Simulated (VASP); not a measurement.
# MgO (P1) in VASP: single point with PBEsol

Aim: the single point of MgO with PBEsol.

All numbers are computed with VASP 6.6.1; they aren't measurements. Logs are shortened: lines on timing, memory, paths and dates and some standing lists are left out, and cuts for length are marked.

### 1 The cell of the first run

The typed cell holds 4 atoms: a = 3.675 Å, b = 3.616 Å, c = 4.333 Å, α = 90.47°, β = 88.08°, γ = 118.33°.

### 2 Single point, PBEsol (atoms moved at random and the cell strained at random)

File INCAR:

```
SYSTEM = MgO
PREC     = Accurate       ! precision mode
ENCUT    = 520            ! plane-wave cutoff, eV
EDIFF    = 1E-6           ! SCF threshold, eV
ISMEAR   = 0              ! smearing method
SIGMA    = 0.02           ! smearing width, eV
LREAL    = .False.        ! projectors in reciprocal space
LASPH    = .True.         ! aspherical terms in the spheres
NELM     = 80             ! most SCF steps
ALGO     = Normal         ! electronic algorithm
ISIF     = 2              ! what is computed and relaxed
LWAVE    = .False.        ! write WAVECAR
LCHARG   = .False.        ! write CHGCAR
GGA      = PS             ! functional
NBANDS   = 16             ! bands
```

File KPOINTS:

```
regular mesh
0
Gamma
  9 9 6
  0 0 0
```

File POSCAR:

```
MgO
1.0
    3.6733871713      0.0697275573      0.0610116126
   -1.7763077498      3.1498550152     -0.0152583827
    0.0731157214      0.0210991082      4.3320855998
Mg O
2 2
Direct
    0.6670713952      0.3254804951      0.7359192390
    0.3334846291      0.6250575747      0.2615795890
    0.6738052709      0.3936984793      0.2264818022
    0.3256415731      0.6557634509      0.7760169764
```

Potentials or basis: VASP PAW PBE potentials, release 64 (Mg, O).

Launch:

```
cat potpaw_PBE.64/Mg/POTCAR potpaw_PBE.64/O/POTCAR > POTCAR
mpirun -np 1 vasp_std > vasp.out
```

OUTCAR:

```text
SYSTEM = MgO
   PREC = Accurate
   ENCUT = 520
   EDIFF = 1E-6
   ISMEAR = 0
   LREAL = .False.
   LASPH = .True.
   NELM = 80
   ISIF = 2
   GGA = PS

 ion  position               nearest neighbor table
   1  0.667  0.325  0.736-   4 2.11   3 2.14   4 2.14   4 2.14   3 2.22   2 2.89   2 2.93   2 2.98
                             2 3.05   2 3.17   2 3.19
   2  0.333  0.625  0.262-   3 1.81   4 2.11   3 2.17   4 2.23   3 2.45   1 2.89   1 2.93   1 2.98
                             1 3.05   1 3.17   1 3.19
   3  0.674  0.394  0.226-   2 1.81   1 2.14   2 2.17   1 2.22   2 2.45
   4  0.326  0.656  0.776-   1 2.11   2 2.11   1 2.14   1 2.14   2 2.23

  LATTYP: Found a triclinic cell.
 ALAT       =     3.6745554370
 B/A-ratio  =     0.9841260554
 C/A-ratio  =     1.1791233026
 COS(alpha) =     0.0082662575
 COS(beta)  =     0.0335634025
 COS(gamma) =     0.4745902251

  Lattice vectors:

 A1 = (  -3.6733871713,  -0.0697275573,  -0.0610116126)
 A2 = (  -1.7763077498,   3.1498550152,  -0.0152583827)
 A3 = (  -0.0731157214,  -0.0210991082,  -4.3320855998)

Analysis of symmetry for initial positions (statically):
=====================================================================
 Subroutine PRICEL returns:
 Original cell was already a primitive cell.

 Routine SETGRP: Setting up the symmetry group for a
 triclinic supercell.

 Subroutine GETGRP returns: Found  1 space group operations
 (whereof  1 operations were pure point group operations)
 out of a pool of  2 trial point group operations.

The static configuration has the point symmetry C_1 .

Analysis of symmetry for dynamics (positions and initial velocities):
=====================================================================
 Subroutine PRICEL returns:
 Original cell was already a primitive cell.

 Routine SETGRP: Setting up the symmetry group for a
 triclinic supercell.

 Subroutine GETGRP returns: Found  1 space group operations
 (whereof  1 operations were pure point group operations)
 out of a pool of  2 trial point group operations.

The dynamic configuration has the point symmetry C_1 .

 Subroutine INISYM returns: Found  1 space group operations
 (whereof  1 operations are pure point group operations),
 and found     1 'primitive' translations

----------------------------------------------------------------------------------------

                                     Primitive cell

  volume of cell :      50.6463

[... 95 lines left out ...]
   NSW    =      0    number of steps for IOM
   IBRION =     -1    ionic relax: 0-MD 1-quasi-New 2-CG
   NFREE  =      0    steps in history (QN), initial steepest desc. (CG)
   ISIF   =      2    stress and relaxation
   ISYM   =      2    0-nonsym 1-usesym 2-fastsym
   POTIM  = 0.5000    time-step for ionic-motion
   TEBEG  =    0.0;   TEEND  =   0.0 temperature during run
   PSTRESS=    0.0 pullay stress
   NELECT =      16.0000    total number of electrons
   NUPDOWN=      -1.0000    fix difference up-down
   EMIN   =  10.00;   EMAX   =-10.00  energy-range for DOS
   EFERMI =   0.00;   METHOD = LEGACY
   ISMEAR =     0;   SIGMA  =   0.02  broadening in eV -4-tet -1-fermi 0-gaus
   EFERMI_NEDOS =   21; number of points for ismear=-14 and -15
   IALGO  =     38    algorithm
   IMIX   =      4    mixing-type and parameters
     AMIX     =   0.40;   BMIX     =  1.00
     AMIX_MAG =   1.60;   BMIX_MAG =  1.00
  volume/ion in A,a.u.               =      12.66        85.44
  Fermi-wavevector in a.u.,A,eV,Ry     =   1.114976  2.106999 16.914376  1.243172
  Thomas-Fermi vector in A             =   2.251576
   LORBIT       =      0    0 simple, 1 ext, 2 COOP (PROOUT), +10 PAW based schemes
   GGA     = PS    functional components
   LHFCALC =     F    Hartree Fock is set to
   AEXX    =    0.0000 exact exchange contribution
   IVDW    =     0    specifies the selected vdW correction
   LEPSILON=     F    determine dielectric tensor
   LRPA    =     F    only Hartree local field effects (RPA)
 non-spin polarized calculation
 Gauss-broadening in eV      SIGMA  =   0.02
  energy-cutoff  :      520.00
  volume of cell :       50.65
 maximum number of plane-waves:      1381
   NGX = 13   NGY = 13   NGZ = 17

 number of electron      16.0000005 magnetization

 Free energy of the ion-electron system (eV)
  ---------------------------------------------------
  ext. energy  EPLUGINS =         0.00000000
  ---------------------------------------------------
  free energy    TOTEN  =       -23.81390083 eV

  energy without entropy =      -23.81390083  energy(sigma->0) =      -23.81390083

 E-fermi :   1.0659     XC(G=0):  -9.6819

 val. band max:        0.9792080142   @ k =   0.0000   0.0000   0.0000
 cond. band min:       3.5097852148   @ k =   0.0000   0.0000   0.0000
 fundamental gap:      2.5305772006
 Fermi energy:         1.0659140278

 k-point     1 :       0.0000    0.0000    0.0000
  band No.  band energies     occupation
      1     -15.3017      2.00000
      2     -14.1328      2.00000
      3      -2.1871      2.00000
      4      -0.7316      2.00000
      5      -0.2145      2.00000
      6       0.3398      2.00000
[... 433 lines left out ...]
      3      -1.8756      2.00000
      4      -1.6006      2.00000
      5      -1.0723      2.00000
      6      -0.2389      2.00000
[... 8 lines left out ...]
     15      14.4123      0.00000
     16      15.4964      0.00000

 [... further k-points ...]

------------------------ aborting loop because EDIFF is reached ----------------------------------------

  FORCE on cell =-STRESS in cart. coord.  units (eV):
  Direction    XX          YY          ZZ          XY          YZ          ZX
  --------------------------------------------------------------------------------------
  -------------------------------------------------------------------------------------
  Total       -0.2375912     -3.9793429     -4.1405889     -2.0355211     -0.2274817     -1.2162605
  in kB       -7.5161074   -125.8850235   -130.9859807    -64.3929469     -7.1962980    -38.4759469
  external PRESSURE =     -88.1290372 kB  Pullay stress =       0.0000000 kB

 VOLUME and BASIS-vectors are now :
 -----------------------------------------------------------------------------
  energy-cutoff  :      520.00
  volume of cell :       50.65
      direct lattice vectors                 reciprocal lattice vectors
     3.673387171  0.069727557  0.061011613     0.269432485  0.151916305 -0.005287303
    -1.776307750  3.149855015 -0.015258383    -0.005938802  0.314118917 -0.001429660
     0.073115721  0.021099108  4.332085600    -0.003815513 -0.001033154  0.230905126

 POSITION                                       TOTAL-FORCE (eV/Angst)
 -----------------------------------------------------------------------------------
      1.92607      1.08726      3.22380        -0.073131      0.180404      0.825446
      0.13385      1.99761      1.14399        -2.463545      1.355937     -0.586304
      1.79238      1.29185      1.01624         2.613574     -1.710183      1.260033
      0.08811      2.10464      3.37163        -0.076898      0.173843     -1.499175
 -----------------------------------------------------------------------------------
    total drift:                               -0.000057     -0.000028     -0.000245

  FREE ENERGIE OF THE ION-ELECTRON SYSTEM (eV)
  ---------------------------------------------------
  free  energy   TOTEN  =       -23.8139008255 eV

  energy  without entropy=      -23.8139008255  energy(sigma->0) =      -23.81390083
```

OSZICAR:

```text
N       E                     dE             d eps       ncg     rms          rms(c)
DAV:   1     0.618585207155E+02    0.61859E+02   -0.73035E+03  7824   0.872E+02
DAV:   2    -0.232001685169E+02   -0.85059E+02   -0.76967E+02 11056   0.190E+02
DAV:   3    -0.276421820693E+02   -0.44420E+01   -0.44259E+01  9008   0.458E+01
DAV:   4    -0.276620712407E+02   -0.19889E-01   -0.19888E-01  9632   0.360E+00
DAV:   5    -0.276621766704E+02   -0.10543E-03   -0.10543E-03  9112   0.253E-01    0.106E+01
DAV:   6    -0.239815662063E+02    0.36806E+01   -0.10376E+01  8864   0.241E+01    0.407E+00
DAV:   7    -0.238650647700E+02    0.11650E+00   -0.22636E-01  8016   0.385E+00    0.215E+00
DAV:   8    -0.238166677110E+02    0.48397E-01   -0.13994E-01 10072   0.370E+00    0.553E-01
DAV:   9    -0.238133026209E+02    0.33651E-02   -0.88402E-03  8840   0.816E-01    0.131E-01
DAV:  10    -0.238139190564E+02   -0.61644E-03   -0.10742E-03  8624   0.254E-01    0.784E-02
DAV:  11    -0.238138946548E+02    0.24402E-04   -0.14637E-04  8424   0.110E-01    0.165E-02
DAV:  12    -0.238138996237E+02   -0.49689E-05   -0.12900E-05  8624   0.331E-02    0.467E-03
DAV:  13    -0.238139010777E+02   -0.14540E-05   -0.21571E-06  8312   0.122E-02    0.488E-03
DAV:  14    -0.238139008255E+02    0.25222E-06   -0.33087E-07  4160   0.515E-03
   1 F= -.23813901E+02 E0= -.23813901E+02  d E =-.159708E-12
```

stdout:

```text
POSCAR found type information on POSCAR MgO
 POSCAR found :  2 types and       4 ions
 scaLAPACK will be used
 -----------------------------------------------------------------------------
|                                                                             |
|                                                                             |
|     You enforced a specific xc type in the INCAR file but a different       |
|     I HOPE YOU KNOW WHAT YOU ARE DOING!                                     |
|                                                                             |
 -----------------------------------------------------------------------------

 LDA part: xc-table for (Slater+PW92), standard interpolation
 POSCAR, INCAR and KPOINTS ok, starting setup
 FFT: planning ... GRIDC
 FFT: planning ... GRID_SOFT
 FFT: planning ... GRID
 WAVECAR not read
 entering main loop
```

Run time: 5 min. Hardware: 1 thread of Intel Xeon 8259CL, shared host; peak memory 0.3 GiB.

Results:

| Property | Result |
| --- | --- |
| Free energy | -23.8139 eV |
| Pressure | -8.8 GPa |
| Largest force | 3.368 eV/Å |
| Band gap on the k mesh | 2.53 eV |

Forces on the atoms (eV/Å):
```
Mg  -0.073  0.180  0.825
Mg  -2.464  1.356 -0.586
O    2.614 -1.710  1.260
O   -0.077  0.174 -1.499
```

Stress tensor (GPa, compression positive):
```
 -0.75  -6.44  -3.85
 -6.44 -12.59  -0.72
 -3.85  -0.72 -13.10
```

Caveat: the cell differs from its parent crystal (atoms moved at random and the cell strained at random); the stress differs along the axes, from -13 to -1 GPa; the PAW data sets were made with another functional, which shifts forces and pressure a little. A k mesh can miss the band edges.
